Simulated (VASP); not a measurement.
# NaCl (P1) in VASP: single point with PBE

Aim: the single point of NaCl with PBE.

Everything below comes from runs of VASP 6.6.1. Logs are shortened: lines on timing, memory, paths and dates and some standing lists are left out, and cuts for length are marked.

## (1) The cell of the first run

The typed cell holds 16 atoms: a = 7.927 Å, b = 7.927 Å, c = 7.927 Å, α = 60.00°, β = 60.00°, γ = 60.00°.

## (2) Single point, PBE

Contents of INCAR:

```
ALGO     = Normal         # electronic algorithm
EDIFF    = 1E-6           # SCF threshold, eV
ENCUT    = 520            # plane-wave cutoff, eV
GGA      = PE             # functional
ISIF     = 2              # what is computed and relaxed
ISMEAR   = -1             # smearing method
LASPH    = True           # aspherical terms in the spheres
LCHARG   = False          # write CHGCAR
LREAL    = Auto         
LWAVE    = False          # write WAVECAR
NBANDS   = 70             # bands
NELM     = 100            # most SCF steps
PREC     = Accurate       # precision mode
SIGMA    = 0.026          # smearing width, eV
```

Contents of KPOINTS:

```
k-points
0
Gamma
  2 2 2
```

Contents of POSCAR:

```
NaCl
1.0
    0.0000000000      5.6054639232      5.6054639232
    5.6054639232      0.0000000000      5.6054639232
    5.6054639232      5.6054639232      0.0000000000
Na Cl
8 8
Direct
    0.0065995430     -0.0184353162     -0.0008085861
    0.0189804094     -0.0165074651      0.5139797597
    0.0069071000      0.4836817322      0.0249494960
   -0.0195831249      0.5207391467      0.5001074913
    0.4762027794      0.0128452348     -0.0178687262
    0.4904246174      0.0115386524      0.4856671165
    0.4599050204      0.5282447698      0.0115911905
    0.5056602877      0.4956309662      0.5000389867
    0.2766180500      0.2486487326      0.2302757662
    0.2542665548      0.2414809940      0.7438331701
    0.2396313701      0.7549341246      0.2599998894
    0.2665002434      0.7471048886      0.7362708166
    0.7471819563      0.2485928942      0.2471336037
    0.7567279101      0.2431361648      0.7557458326
    0.7351185480      0.7755672964      0.2394180961
    0.7595607711      0.7290319866      0.7758719991
```

Potentials or basis: VASP PAW PBE potentials, release 64 (Na_pv, Cl).

On the command line:

```bash
> cat potpaw_PBE.64/Na_pv/POTCAR potpaw_PBE.64/Cl/POTCAR > POTCAR
> mpirun -np 1 vasp_std > vasp.out
```

OUTCAR:

```text
EDIFF = 1E-6
   ENCUT = 520
   GGA = PE
   ISIF = 2
   ISMEAR = -1
   LASPH = True
   LREAL = Auto
   NELM = 100
   PREC = Accurate

 ion  position               nearest neighbor table
   1  0.007  0.982  0.999-  15 2.69
   2  0.019  0.983  0.514-  12 2.64  11 2.71
   3  0.007  0.484  0.025-   9 2.68
   4  0.980  0.521  0.500-
   5  0.476  0.013  0.982-  10 2.58
   6  0.490  0.012  0.486-   9 2.64  15 2.70
   7  0.460  0.528  0.012-   9 2.62  12 2.65  11 2.67
   8  0.506  0.496  0.500-
   9  0.277  0.249  0.230-   7 2.62   6 2.64   3 2.68
  10  0.254  0.241  0.744-   5 2.58
  11  0.240  0.755  0.260-   7 2.67   2 2.71
  12  0.267  0.747  0.736-   2 2.64   7 2.65
  13  0.747  0.249  0.247-
  14  0.757  0.243  0.756-
  15  0.735  0.776  0.239-   1 2.69   6 2.70
  16  0.760  0.729  0.776-

  LATTYP: Found a face centered cubic cell.
 ALAT       =    11.2109278464

  Lattice vectors:

 A1 = (   0.0000000000,   5.6054639232,   5.6054639232)
 A2 = (   5.6054639232,   0.0000000000,   5.6054639232)
 A3 = (   5.6054639232,   5.6054639232,   0.0000000000)

Analysis of symmetry for initial positions (statically):
=====================================================================
 Subroutine PRICEL returns:
 Original cell was already a primitive cell.

 Routine SETGRP: Setting up the symmetry group for a
 face centered cubic supercell.

 Subroutine GETGRP returns: Found  1 space group operations
 (whereof  1 operations were pure point group operations)
 out of a pool of 48 trial point group operations.

The static configuration has the point symmetry C_1 .

Analysis of symmetry for dynamics (positions and initial velocities):
=====================================================================
 Subroutine PRICEL returns:
 Original cell was already a primitive cell.

 Routine SETGRP: Setting up the symmetry group for a
 face centered cubic supercell.

 Subroutine GETGRP returns: Found  1 space group operations
 (whereof  1 operations were pure point group operations)
 out of a pool of 48 trial point group operations.

The dynamic configuration has the point symmetry C_1 .

 Subroutine INISYM returns: Found  1 space group operations
 (whereof  1 operations are pure point group operations),
 and found     1 'primitive' translations

----------------------------------------------------------------------------------------

                                     Primitive cell

  volume of cell :     352.2611

  direct lattice vectors                    reciprocal lattice vectors
     0.000000000  5.605463923  5.605463923    -0.089198683  0.089198683  0.089198683
     5.605463923  0.000000000  5.605463923     0.089198683 -0.089198683  0.089198683
     5.605463923  5.605463923  0.000000000     0.089198683  0.089198683 -0.089198683

  length of vectors
     7.927323104  7.927323104  7.927323104     0.154496651  0.154496651  0.154496651

  position of ions in fractional coordinates (direct lattice)
     0.006599543  0.981564684  0.999191414
     0.018980409  0.983492535  0.513979760
     0.006907100  0.483681732  0.024949496
     0.980416875  0.520739147  0.500107491
     0.476202779  0.012845235  0.982131274
     0.490424617  0.011538652  0.485667116
[... 8 lines left out ...]
     0.735118548  0.775567296  0.239418096
     0.759560771  0.729031987  0.775871999

  ion indices of the primitive-cell ions
   primitive index   ion index
                 1           1
                 2           2
                 3           3
                 4           4
                 5           5
                 6           6
[... 8 lines left out ...]
                15          15
                16          16

----------------------------------------------------------------------------------------

 KPOINTS: k-points

Automatic generation of k-mesh.
 Grid dimensions read from file:
 generate k-points for:    2    2    2

 Generating k-lattice:

  Cartesian coordinates                     Fractional coordinates (reciprocal lattice)
    -0.044599342  0.044599342  0.044599342     0.500000000  0.000000000  0.000000000
     0.044599342 -0.044599342  0.044599342     0.000000000  0.500000000  0.000000000
     0.044599342  0.044599342 -0.044599342     0.000000000  0.000000000  0.500000000

  Length of vectors
     0.077248326  0.077248326  0.077248326

  Shift w.r.t. Gamma in fractional coordinates (k-lattice)
     0.000000000  0.000000000  0.000000000

 Subroutine IBZKPT returns following result:
 ===========================================

 Found      8 irreducible k-points:

 Following reciprocal coordinates:
            Coordinates               Weight
  0.000000  0.000000  0.000000      1.000000
  0.500000  0.000000  0.000000      1.000000
  0.000000  0.500000  0.000000      1.000000
  0.000000  0.000000  0.500000      1.000000
  0.500000  0.500000  0.500000      1.000000
  0.500000  0.500000  0.000000      1.000000
  0.000000  0.500000  0.500000      1.000000
  0.500000  0.000000  0.500000      1.000000
   k-points           NKPTS =      8   k-points in BZ     NKDIM =      8   number of bands    NBANDS=     70
   number of dos      NEDOS =    301   number of ions     NIONS =     16
   total plane-waves  NPLWV = 216000
   dimension x,y,z NGX =    60 NGY =   60 NGZ =   60
   dimension x,y,z NGXF=   120 NGYF=  120 NGZF=  120
   ions per type =               8   8
   NGX,Y,Z   is equivalent  to a cutoff of  12.58, 12.58, 12.58 a.u.
   NGXF,Y,Z  is equivalent  to a cutoff of  25.17, 25.17, 25.17 a.u.
 SYSTEM =  unknown system
   PREC   = accura    normal or accurate (medium, high low for compatibility)
   ISTART =      0    job   : 0-new  1-cont  2-samecut
   ICHARG =      2    charge: 1-file 2-atom 10-const
   ISPIN  =      1    spin polarized calculation?
   LNONCOLLINEAR =      F non collinear calculations
   LSORBIT =      F    spin-orbit coupling
   LASPH  =      T    aspherical Exc in radial PAW
   ENCUT  =  520.0 eV  38.22 Ry    6.18 a.u.  14.74 14.74 14.74*2*pi/ulx,y,z
   NELM   =    100;   NELMIN=  2; NELMDL= -5     # of ELM steps
   EDIFF  = 0.1E-05   stopping-criterion for ELM
   LREAL  =      T    real-space projection
   EDIFFG = 0.1E-04   stopping-criterion for IOM
   NSW    =      0    number of steps for IOM
   IBRION =     -1    ionic relax: 0-MD 1-quasi-New 2-CG
   NFREE  =      0    steps in history (QN), initial steepest desc. (CG)
   ISIF   =      2    stress and relaxation
   ISYM   =      2    0-nonsym 1-usesym 2-fastsym
   POTIM  = 0.5000    time-step for ionic-motion
   TEBEG  =    0.0;   TEEND  =   0.0 temperature during run
   PSTRESS=    0.0 pullay stress
   NELECT =     112.0000    total number of electrons
   NUPDOWN=      -1.0000    fix difference up-down
   EMIN   =  10.00;   EMAX   =-10.00  energy-range for DOS
   EFERMI =   0.00;   METHOD = LEGACY
   ISMEAR =    -1;   SIGMA  =   0.03  broadening in eV -4-tet -1-fermi 0-gaus
   EFERMI_NEDOS =   21; number of points for ismear=-14 and -15
   IALGO  =     38    algorithm
   IMIX   =      4    mixing-type and parameters
     AMIX     =   0.40;   BMIX     =  1.00
     AMIX_MAG =   1.60;   BMIX_MAG =  1.00
  volume/ion in A,a.u.               =      22.02       148.57
  Fermi-wavevector in a.u.,A,eV,Ry     =   1.117359  2.111502 16.986744  1.248490
  Thomas-Fermi vector in A             =   2.253981
   LORBIT       =      0    0 simple, 1 ext, 2 COOP (PROOUT), +10 PAW based schemes
   GGA     = PE    functional components
   LHFCALC =     F    Hartree Fock is set to
   AEXX    =    0.0000 exact exchange contribution
   IVDW    =     0    specifies the selected vdW correction
   LEPSILON=     F    determine dielectric tensor
   LRPA    =     F    only Hartree local field effects (RPA)
 non-spin polarized calculation
  energy-cutoff  :      520.00
  volume of cell :      352.26
 maximum number of plane-waves:      9528
 NGX is ok and might be reduce to    60
   NGX = 29   NGY = 29   NGZ = 29

 number of electron     112.0000010 magnetization

 Free energy of the ion-electron system (eV)
  ---------------------------------------------------
  ext. energy  EPLUGINS =         0.00000000
  ---------------------------------------------------
  free energy    TOTEN  =       -53.70801130 eV

  energy without entropy =      -53.70801130  energy(sigma->0) =      -53.70801130

 E-fermi :   0.2039     XC(G=0):  -8.2379

 val. band max:       -0.4263902930   @ k =   0.0000   0.0000   0.0000
 cond. band min:       4.5153811885   @ k =   0.0000   0.0000   0.0000
 fundamental gap:      4.9417714815
 Fermi energy:         0.2039329376

 k-point     1 :       0.0000    0.0000    0.0000
  band No.  band energies     occupation
      1     -21.5636      2.00000
      2     -21.5614      2.00000
      3     -21.5557      2.00000
      4     -21.5165      2.00000
      5     -21.5125      2.00000
      6     -21.5070      2.00000
[... 60 lines left out ...]
     67       7.5196      0.00000
     68       9.8270      0.00000

 k-point     2 :       0.5000    0.0000    0.0000
  band No.  band energies     occupation
      1     -21.5633      2.00000
      2     -21.5606      2.00000
      3     -21.5553      2.00000
      4     -21.5150      2.00000
      5     -21.5121      2.00000
      6     -21.5062      2.00000
[... 60 lines left out ...]
     67       8.6853      0.00000
     68       8.7110      0.00000

 k-point     3 :       0.0000    0.5000    0.0000
  band No.  band energies     occupation
      1     -21.5630      2.00000
      2     -21.5611      2.00000
      3     -21.5548      2.00000
      4     -21.5131      2.00000
      5     -21.5102      2.00000
      6     -21.5068      2.00000
[... 344 lines left out ...]
     67       8.6725      0.00000
     68       8.7805      0.00000

 k-point     8 :       0.5000    0.0000    0.5000
  band No.  band energies     occupation
      1     -21.5628      2.00000
      2     -21.5603      2.00000
      3     -21.5549      2.00000
      4     -21.5140      2.00000
      5     -21.5106      2.00000
      6     -21.5062      2.00000
[... 60 lines left out ...]
     67       8.7391      0.00000
     68       8.7865      0.00000
 [bands above 68 left out]

------------------------ aborting loop because EDIFF is reached ----------------------------------------

  FORCE on cell =-STRESS in cart. coord.  units (eV):
  Direction    XX          YY          ZZ          XY          YZ          ZX
  --------------------------------------------------------------------------------------
  -------------------------------------------------------------------------------------
  Total        3.5488977      4.4331427      3.1777378      0.1605636     -0.0728051      0.1437381
  in kB       16.1413324     20.1631145     14.4531983      0.7302860     -0.3311372      0.6537591
  external PRESSURE =      16.9192151 kB  Pullay stress =       0.0000000 kB

 VOLUME and BASIS-vectors are now :
 -----------------------------------------------------------------------------
  energy-cutoff  :      520.00
  volume of cell :      352.26
      direct lattice vectors                 reciprocal lattice vectors
     0.000000000  5.605463923  5.605463923    -0.089198683  0.089198683  0.089198683
     5.605463923  0.000000000  5.605463923     0.089198683 -0.089198683  0.089198683
     5.605463923  5.605463923  0.000000000     0.089198683  0.089198683 -0.089198683

 POSITION                                       TOTAL-FORCE (eV/Angst)
 -----------------------------------------------------------------------------------
     11.10306      5.63792      5.53912         0.270157     -0.190288      0.159223
      8.39403      2.98749      5.61933         0.184588     -0.415087     -0.095811
      2.85111      0.17857      2.74998        -0.073438     -0.337810     -0.062987
      5.72232      8.29903      8.41468        -0.035984      0.132593     -0.156155
      5.57730      8.17464      2.74134        -0.099128      0.483143      0.185765
      2.78707      5.47145      2.81374         0.030044      0.334238      0.157799
[... 8 lines left out ...]
      5.68946      5.46273      8.46810        -0.282724      0.305120     -0.228193
      8.43568      8.60681      8.34425         0.013455     -0.284337      0.095253
 -----------------------------------------------------------------------------------
    total drift:                               -0.000745      0.001617      0.000811

  FREE ENERGIE OF THE ION-ELECTRON SYSTEM (eV)
  ---------------------------------------------------
  free  energy   TOTEN  =       -53.7080112982 eV

  energy  without entropy=      -53.7080112982  energy(sigma->0) =      -53.70801130
```

It took 3.5 min on 1 thread of Intel Xeon Platinum 8488C (Sapphire Rapids), shared host; peak memory 0.5 GiB.

What came out:

- Free energy: -53.7080 eV
- Pressure: 1.7 GPa
- Largest force: 0.698 eV/Å
- Band gap on the k mesh: 4.94 eV, direct

Forces in eV/Å, atoms in the order of the input:
```
Na   0.270 -0.190  0.159
Na   0.185 -0.415 -0.096
Na  -0.073 -0.338 -0.063
Na  -0.036  0.133 -0.156
Na  -0.099  0.483  0.186
Na   0.030  0.334  0.158
Na  -0.402  0.456  0.342
Na  -0.152  0.047  0.003
Cl   0.326 -0.273 -0.408
Cl   0.119 -0.285  0.018
Cl  -0.026 -0.030 -0.028
Cl   0.130  0.081 -0.165
Cl   0.090  0.207  0.075
Cl  -0.091 -0.232  0.107
Cl  -0.283  0.305 -0.228
Cl   0.013 -0.284  0.095
```

Stress tensor (GPa, compression positive):
```
 1.61  0.07  0.07
 0.07  2.02 -0.03
 0.07 -0.03  1.45
```

Caveat: the k points lie up to 0.49 Å⁻¹ apart. PBE gaps usually lie below the measured ones, often by a third to a half.
